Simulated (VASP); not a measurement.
# InH (Fm-3m) in VASP: a series of runs

The runs below take InH through single point, relaxation of cell and atoms, with PBE.

All numbers are computed with VASP 6.6.1; they aren't measurements. Logs are shortened: lines on timing, memory, paths and dates and some standing lists are left out, and cuts for length are marked.

## Step 1: The cell of the first run

The structure is cubic, space group Fm-3m (No. 225). Conventional cell: a = 5.029 Å, b = 5.029 Å, c = 5.029 Å, α = 90.00°, β = 90.00°, γ = 90.00°. In (site symmetry m-3m) has 6 H at 2.51 Å within 3.3 Å. Within 3.3 Å of H (site symmetry m-3m) lie 6 In at 2.51 Å.

## Step 2: Single point, PBE

INCAR

```
ALGO = Normal
EDIFF = 1E-6
ENCUT = 520
GGA = PE
ISIF = 2
ISMEAR = 0
LASPH = T
LCHARG = F
LREAL = F
LWAVE = F
NBANDS = 14
NELM = 100
PREC = Accurate
SIGMA = 0.1
```

KPOINTS

```
k-points
0
Gamma
  20 20 20
```

POSCAR

```
InH
1.0
    0.0000000000      2.5142929299      2.5142929299
    2.5142929299      0.0000000000      2.5142929299
    2.5142929299      2.5142929299      0.0000000000
In H
1 1
Direct
    0.5000000000      0.5000000000      0.5000000000
    0.0000000000      0.0000000000      0.0000000000
```

Potentials or basis: VASP PAW PBE potentials, release 64 (In_d, H).

Started as:

```
> cat potpaw_PBE.64/In_d/POTCAR potpaw_PBE.64/H/POTCAR > POTCAR
> mpirun -np 1 vasp_std > vasp.out
```

OUTCAR:

```text
EDIFF = 1E-6
   ENCUT = 520
   GGA = PE
   ISIF = 2
   ISMEAR = 0
   LASPH = T
   LREAL = F
   NELM = 100
   PREC = Accurate

 ion  position               nearest neighbor table
   1  0.500  0.500  0.500-
   2  0.000  0.000  0.000-

  LATTYP: Found a face centered cubic cell.
 ALAT       =     5.0285858598

  Lattice vectors:

 A1 = (   0.0000000000,   2.5142929299,   2.5142929299)
 A2 = (   2.5142929299,   0.0000000000,   2.5142929299)
 A3 = (   2.5142929299,   2.5142929299,   0.0000000000)

Analysis of symmetry for initial positions (statically):
=====================================================================
 Subroutine PRICEL returns:
 Original cell was already a primitive cell.

 Routine SETGRP: Setting up the symmetry group for a
 face centered cubic supercell.

 Subroutine GETGRP returns: Found 48 space group operations
 (whereof 48 operations were pure point group operations)
 out of a pool of 48 trial point group operations.

The static configuration has the point symmetry O_h .

Analysis of symmetry for dynamics (positions and initial velocities):
=====================================================================
 Subroutine PRICEL returns:
 Original cell was already a primitive cell.

 Routine SETGRP: Setting up the symmetry group for a
 face centered cubic supercell.

 Subroutine GETGRP returns: Found 48 space group operations
 (whereof 48 operations were pure point group operations)
 out of a pool of 48 trial point group operations.

The dynamic configuration has the point symmetry O_h .

 Subroutine INISYM returns: Found 48 space group operations
 (whereof 48 operations are pure point group operations),
 and found     1 'primitive' translations

----------------------------------------------------------------------------------------

                                     Primitive cell

  volume of cell :      31.7891

  direct lattice vectors                    reciprocal lattice vectors
     0.000000000  2.514292930  2.514292930    -0.198863066  0.198863066  0.198863066
     2.514292930  0.000000000  2.514292930     0.198863066 -0.198863066  0.198863066
     2.514292930  2.514292930  0.000000000     0.198863066  0.198863066 -0.198863066

  length of vectors
     3.555747161  3.555747161  3.555747161     0.344440933  0.344440933  0.344440933

  position of ions in fractional coordinates (direct lattice)
     0.500000000  0.500000000  0.500000000
     0.000000000  0.000000000  0.000000000

  ion indices of the primitive-cell ions
   primitive index   ion index
                 1           1
                 2           2

----------------------------------------------------------------------------------------

 KPOINTS: k-points

Automatic generation of k-mesh.
 Grid dimensions read from file:
 generate k-points for:   20   20   20

 Generating k-lattice:

  Cartesian coordinates                     Fractional coordinates (reciprocal lattice)
    -0.009943153  0.009943153  0.009943153     0.050000000  0.000000000  0.000000000
     0.009943153 -0.009943153  0.009943153     0.000000000  0.050000000  0.000000000
     0.009943153  0.009943153 -0.009943153     0.000000000  0.000000000  0.050000000

  Length of vectors
     0.017222047  0.017222047  0.017222047

  Shift w.r.t. Gamma in fractional coordinates (k-lattice)
     0.000000000  0.000000000  0.000000000

 Subroutine IBZKPT returns following result:
 ===========================================

 Found    256 irreducible k-points:

 Following reciprocal coordinates:
            Coordinates               Weight
  0.000000  0.000000  0.000000      1.000000
  0.050000  0.000000  0.000000      8.000000
  0.100000  0.000000  0.000000      8.000000
  0.150000  0.000000  0.000000      8.000000
  0.200000  0.000000  0.000000      8.000000
  0.250000  0.000000  0.000000      8.000000
[... 16 lines left out ...]
 -0.400000  0.050000  0.000000     24.000000
 -0.350000  0.050000  0.000000     24.000000
 [... further k-points ...]
   k-points           NKPTS =    256   k-points in BZ     NKDIM =    256   number of bands    NBANDS=     14
   number of dos      NEDOS =    301   number of ions     NIONS =      2
   total plane-waves  NPLWV =  21952
   dimension x,y,z NGX =    28 NGY =   28 NGZ =   28
   dimension x,y,z NGXF=    56 NGYF=   56 NGZF=   56
   ions per type =               1   1
   NGX,Y,Z   is equivalent  to a cutoff of  13.09, 13.09, 13.09 a.u.
   NGXF,Y,Z  is equivalent  to a cutoff of  26.18, 26.18, 26.18 a.u.
 SYSTEM =  unknown system
   PREC   = accura    normal or accurate (medium, high low for compatibility)
   ISTART =      0    job   : 0-new  1-cont  2-samecut
   ICHARG =      2    charge: 1-file 2-atom 10-const
   ISPIN  =      1    spin polarized calculation?
   LNONCOLLINEAR =      F non collinear calculations
   LSORBIT =      F    spin-orbit coupling
   LASPH  =      T    aspherical Exc in radial PAW
   ENCUT  =  520.0 eV  38.22 Ry    6.18 a.u.   6.61  6.61  6.61*2*pi/ulx,y,z
   NELM   =    100;   NELMIN=  2; NELMDL= -5     # of ELM steps
   EDIFF  = 0.1E-05   stopping-criterion for ELM
   LREAL  =      F    real-space projection
   EDIFFG = 0.1E-04   stopping-criterion for IOM
   NSW    =      0    number of steps for IOM
   IBRION =     -1    ionic relax: 0-MD 1-quasi-New 2-CG
   NFREE  =      0    steps in history (QN), initial steepest desc. (CG)
   ISIF   =      2    stress and relaxation
   ISYM   =      2    0-nonsym 1-usesym 2-fastsym
   POTIM  = 0.5000    time-step for ionic-motion
   TEBEG  =    0.0;   TEEND  =   0.0 temperature during run
   PSTRESS=    0.0 pullay stress
   NELECT =      14.0000    total number of electrons
   NUPDOWN=      -1.0000    fix difference up-down
   EMIN   =  10.00;   EMAX   =-10.00  energy-range for DOS
   EFERMI =   0.00;   METHOD = LEGACY
   ISMEAR =     0;   SIGMA  =   0.10  broadening in eV -4-tet -1-fermi 0-gaus
   EFERMI_NEDOS =   21; number of points for ismear=-14 and -15
   IALGO  =     38    algorithm
   IMIX   =      4    mixing-type and parameters
     AMIX     =   0.40;   BMIX     =  1.00
     AMIX_MAG =   1.60;   BMIX_MAG =  1.00
  volume/ion in A,a.u.               =      15.89       107.26
  Fermi-wavevector in a.u.,A,eV,Ry     =   1.245542  2.353733 21.107729  1.551374
  Thomas-Fermi vector in A             =   2.379759
   LORBIT       =      0    0 simple, 1 ext, 2 COOP (PROOUT), +10 PAW based schemes
   GGA     = PE    functional components
   LHFCALC =     F    Hartree Fock is set to
   AEXX    =    0.0000 exact exchange contribution
   IVDW    =     0    specifies the selected vdW correction
   LEPSILON=     F    determine dielectric tensor
   LRPA    =     F    only Hartree local field effects (RPA)
 non-spin polarized calculation
 Gauss-broadening in eV      SIGMA  =   0.10
  energy-cutoff  :      520.00
  volume of cell :       31.79
 maximum number of plane-waves:       881
   NGX = 13   NGY = 13   NGZ = 13

 number of electron      13.9999994 magnetization

 Free energy of the ion-electron system (eV)
  ---------------------------------------------------
  ext. energy  EPLUGINS =         0.00000000
  ---------------------------------------------------
  free energy    TOTEN  =        -4.96913068 eV

  energy without entropy =       -4.96678201  energy(sigma->0) =       -4.96795635

 E-fermi :   6.0704     XC(G=0):  -9.9310

 val. band max:        6.0675653138   @ k =   0.4000   0.3500   0.0000
 cond. band min:       6.0754828214   @ k =  -0.4000   0.4000   0.1500
 fundamental gap:      0.0079175076
 Fermi energy:         6.0704354275

 k-point     1 :       0.0000    0.0000    0.0000
  band No.  band energies     occupation
      1      -8.4127      2.00000
      2      -8.4127      2.00000
      3      -8.4127      2.00000
      4      -8.3067      2.00000
      5      -8.3067      2.00000
      6      -3.6494      2.00000
      7       9.5655      0.00000
      8      14.2041      0.00000
      9      14.2041      0.00000
     10      14.2041      0.00000
     11      17.0329      0.00000
     12      18.1929      0.00000
     13      18.1929      0.00000
     14      18.1929      0.00000

 k-point     2 :       0.0500    0.0000    0.0000
  band No.  band energies     occupation
      1      -8.4129      2.00000
      2      -8.4100      2.00000
      3      -8.4100      2.00000
      4      -8.3072      2.00000
      5      -8.3072      2.00000
      6      -3.6033      2.00000
      7       9.4128      0.00000
      8      13.9556      0.00000
      9      14.1465      0.00000
     10      14.1465      0.00000
     11      16.7308      0.00000
     12      18.3218      0.00000
     13      18.3218      0.00000
     14      18.9749      0.00000

 k-point     3 :       0.1000    0.0000    0.0000
  band No.  band energies     occupation
      1      -8.4135      2.00000
      2      -8.4029      2.00000
      3      -8.4029      2.00000
      4      -8.3078      2.00000
      5      -8.3078      2.00000
      6      -3.4648      2.00000
      7       8.9627      0.00000
      8      13.3346      0.00000
      9      13.9952      0.00000
     10      13.9952      0.00000
     11      16.6268      0.00000
     12      18.6851      0.00000
     13      18.6851      0.00000
     14      19.8393      0.00000

 k-point     4 :       0.1500    0.0000    0.0000
  band No.  band energies     occupation
      1      -8.4149      2.00000
      2      -8.3941      2.00000
      3      -8.3941      2.00000
      4      -8.3064      2.00000
      5      -8.3064      2.00000
      6      -3.2335      2.00000
      7       8.2453      0.00000
      8      12.6314      0.00000
      9      13.7952      0.00000
     10      13.7952      0.00000
     11      16.7915      0.00000
     12      19.0459      0.00000
     13      19.0460      0.00000
     14      19.2744      0.00000

 k-point     5 :       0.2000    0.0000    0.0000
  band No.  band energies     occupation
      1      -8.4172      2.00000
      2      -8.3881      2.00000
      3      -8.3881      2.00000
      4      -8.2993      2.00000
      5      -8.2993      2.00000
      6      -2.9088      2.00000
      7       7.3230      0.00000
      8      12.0173      0.00000
      9      13.5862      0.00000
     10      13.5862      0.00000
     11      17.0074      0.00000
[... 276 lines left out ...]
 k-point    22 :      -0.4500    0.0500    0.0000
  band No.  band energies     occupation
      1      -8.4330      2.00000
      2      -8.4094      2.00000
      3      -8.4041      2.00000
      4      -8.2203      2.00000
      5      -8.2201      2.00000
      6       0.2988      2.00000
      7       1.8552      2.00000
      8      10.3614      0.00000
      9      12.4156      0.00000
     10      12.8852      0.00000
     11      16.2716      0.00000
     12      16.4654      0.00000
     13      17.3388      0.00000
     14      22.9574      0.00000

 k-point    23 :      -0.4000    0.0500    0.0000
  band No.  band energies     occupation
      1      -8.4310      2.00000
      2      -8.4057      2.00000
      3      -8.4016      2.00000
      4      -8.2323      2.00000
      5      -8.2249      2.00000
      6      -0.4208      2.00000
      7       2.7502      2.00000
      8      10.4349      0.00000
      9      12.3799      0.00000
     10      13.1131      0.00000
     11      16.2454      0.00000
     12      16.5877      0.00000
     13      17.5066      0.00000
     14      22.2830      0.00000

 k-point    24 :      -0.3500    0.0500    0.0000
  band No.  band energies     occupation
      1      -8.4281      2.00000
      2      -8.3999      2.00000
      3      -8.3969      2.00000
      4      -8.2501      2.00000
      5      -8.2361      2.00000
      6      -1.1222      2.00000
      7       3.7698      2.00000
      8      10.5832      0.00000
      9      12.4215      0.00000
     10      13.3704      0.00000
     11      16.3507      0.00000
     12      16.7474      0.00000
     13      17.7559      0.00000
     14      21.4434      0.00000

 [... further k-points ...]

------------------------ aborting loop because EDIFF is reached ----------------------------------------

  FORCE on cell =-STRESS in cart. coord.  units (eV):
  Direction    XX          YY          ZZ          XY          YZ          ZX
  --------------------------------------------------------------------------------------
  -------------------------------------------------------------------------------------
  Total       -0.0139218     -0.0139218     -0.0139218     -0.0000000     -0.0000000      0.0000000
  in kB       -0.7016602     -0.7016602     -0.7016602     -0.0000000     -0.0000000      0.0000000
  external PRESSURE =      -0.7016602 kB  Pullay stress =       0.0000000 kB

 VOLUME and BASIS-vectors are now :
 -----------------------------------------------------------------------------
  energy-cutoff  :      520.00
  volume of cell :       31.79
      direct lattice vectors                 reciprocal lattice vectors
     0.000000000  2.514292930  2.514292930    -0.198863066  0.198863066  0.198863066
     2.514292930  0.000000000  2.514292930     0.198863066 -0.198863066  0.198863066
     2.514292930  2.514292930  0.000000000     0.198863066  0.198863066 -0.198863066

 POSITION                                       TOTAL-FORCE (eV/Angst)
 -----------------------------------------------------------------------------------
      2.51429      2.51429      2.51429        -0.000000      0.000000      0.000000
      0.00000      0.00000      0.00000         0.000000     -0.000000     -0.000000
 -----------------------------------------------------------------------------------
    total drift:                                0.000000      0.000000      0.000000

  FREE ENERGIE OF THE ION-ELECTRON SYSTEM (eV)
  ---------------------------------------------------
  free  energy   TOTEN  =        -4.9691306765 eV

  energy  without entropy=       -4.9667820143  energy(sigma->0) =       -4.96795635
```

Wall time 2.9 min (1 thread of Oxide Virtual Turin-like, shared host); peak memory 0.21 GiB.

What came out:

| Item | Value |
| --- | --- |
| Free energy | -4.9691 eV |
| Pressure | -0.1 GPa |
| Band gap on the k mesh | zero (band 7 reaches 9.57 eV, above the bottom of band 8 at 4.55 eV) |

Caveat: spin-orbit coupling is left out, which moves the levels of the heavy elements.

## Step 3: Relaxation of cell and atoms, PBE

This run uses another cell than the first one, of 15.67 Å³/atom, 0.986 times its volume.

INCAR

```
PREC     = Accurate       # precision mode
ENCUT    = 600            # plane-wave cutoff, eV
EDIFF    = 1E-6           # SCF threshold, eV
ISMEAR   = 0              # smearing method
SIGMA    = 0.1            # smearing width, eV
LREAL    = False          # projectors in reciprocal space
LASPH    = True           # aspherical terms in the spheres
NELM     = 80             # most SCF steps
ALGO     = Normal         # electronic algorithm
ISIF     = 3              # what is computed and relaxed
LWAVE    = False          # write WAVECAR
LCHARG   = False          # write CHGCAR
GGA      = PE             # functional
IBRION   = 2              # ionic algorithm
NSW      = 100            # ionic steps
EDIFFG   = -0.01          # ionic threshold
```

KPOINTS

```
regular mesh
0
Gamma
  20 20 20
```

POSCAR

```
InH
1.0
    0.0000000000      2.5025132611      2.5025132611
    2.5025132611      0.0000000000      2.5025132611
    2.5025132611      2.5025132611      0.0000000000
In H
1 1
Direct
    0.5000000000      0.5000000000      0.5000000000
    0.0000000000      0.0000000000      0.0000000000
```

Potentials or basis: VASP PAW PBE potentials, release 64 (In_d, H).

Started as:

```
> cat potpaw_PBE.64/In_d/POTCAR potpaw_PBE.64/H/POTCAR > POTCAR
> mpirun -np 1 vasp_std > vasp.out
```

OUTCAR:

```text
PREC = Accurate
   ENCUT = 600
   EDIFF = 1E-6
   ISMEAR = 0
   LREAL = False
   LASPH = True
   NELM = 80
   ISIF = 3
   GGA = PE
   IBRION = 2
   NSW = 100
   EDIFFG = -0.01

 ion  position               nearest neighbor table
   1  0.500  0.500  0.500-
   2  0.000  0.000  0.000-

  LATTYP: Found a face centered cubic cell.
 ALAT       =     5.0050265222

  Lattice vectors:

 A1 = (   0.0000000000,   2.5025132611,   2.5025132611)
 A2 = (   2.5025132611,   0.0000000000,   2.5025132611)
 A3 = (   2.5025132611,   2.5025132611,   0.0000000000)

Analysis of symmetry for initial positions (statically):
=====================================================================
 Subroutine PRICEL returns:
 Original cell was already a primitive cell.

[... 262 lines left out ...]
      2      -8.4221      2.00000
      3      -8.4221      2.00000
      4      -8.3163      2.00000
      5      -8.3163      2.00000
      6      -3.6523      2.00000
      7       9.5499      0.00000
      8      14.1878      0.00000
      9      14.1878      0.00000
     10      14.1878      0.00000
     11      17.0214      0.00000
[... 309 lines left out ...]
 k-point    24 :      -0.3500    0.0500    0.0000
  band No.  band energies     occupation
      1      -8.4374      2.00000
      2      -8.4092      2.00000
      3      -8.4062      2.00000
      4      -8.2599      2.00000
      5      -8.2459      2.00000
      6      -1.1270      2.00000
      7       3.7603      2.00000
      8      10.5706      0.00000
      9      12.4067      0.00000
     10      13.3544      0.00000
     11      16.3363      0.00000

 [... further k-points ...]

------------------------ aborting loop because EDIFF is reached ----------------------------------------

  FORCE on cell =-STRESS in cart. coord.  units (eV):
  Direction    XX          YY          ZZ          XY          YZ          ZX
  --------------------------------------------------------------------------------------
  -------------------------------------------------------------------------------------
  Total       -0.0013938     -0.0013938     -0.0013938     -0.0000000     -0.0000000      0.0000000
  in kB       -0.0701798     -0.0701798     -0.0701798     -0.0000000     -0.0000000      0.0000000
  external PRESSURE =      -0.0701798 kB  Pullay stress =       0.0000000 kB
[... 17 lines left out ...]
  FREE ENERGIE OF THE ION-ELECTRON SYSTEM (eV)
  ---------------------------------------------------
  free  energy   TOTEN  =        -4.9692768624 eV

  energy  without entropy=       -4.9669234746  energy(sigma->0) =       -4.96810017

 reached required accuracy - stopping structural energy minimisation
```

Wall time 4.2 min (1 thread of Oxide Virtual Turin-like, shared host); peak memory 0.22 GiB.

What came out:

```yaml
Free_energy: -4.9693 eV
Relaxed_volume: 15.91 Å³/atom
Relaxed_cell: a = 3.557 Å, b = 3.557 Å, c = 3.557 Å, α = 60.00°, β = 60.00°, γ = 60.00°
Space_group_after_relaxing_to_0.05_Å: Fm-3m (No. 225)
Energy_gained_by_relaxing: 0.3 meV/atom
Ionic_steps: 3
Pressure_after_relaxing: 0.0 GPa
Band_gap_on_the_k_mesh: zero (band 7 reaches 9.55 eV, above the bottom of band 8 at 4.54 eV)
```

Step by step:
```tsv
step	energy change (eV)	largest force (eV/Å)	pressure (GPa)	volume (Å³)
1	0.0000	0.0000	0.51	31.34
2	-0.0005	0.0000	0.26	31.57
3	-0.0007	0.0000	-0.01	31.82
```

Final structure:
```yaml
crystal:
  lattice:
    - [0.00000, 2.51510, 2.51510]
    - [2.51510, 0.00000, 2.51510]
    - [2.51510, 2.51510, 0.00000]
  atoms:
    - { symbol: In, position: [0.50000, 0.50000, 0.50000] }
    - { symbol: H, position: [0.00000, 0.00000, 0.00000] }
```

Levels at points of the mesh, in eV from the Fermi level:
```
           k point  band 5  band 6  band 7  band 8  band 9  band 10
(0.00, 0.00, 0.00)  -14.38   -9.71    3.49    8.13    8.13     8.13
(0.50, 0.00, 0.00)  -14.29   -5.54   -4.56    4.42    6.87     6.87
(0.50, 0.50, 0.00)  -14.26   -4.31   -2.09    0.48    2.99     2.99
```

Caveat: spin-orbit coupling is left out, which moves the levels of the heavy elements.
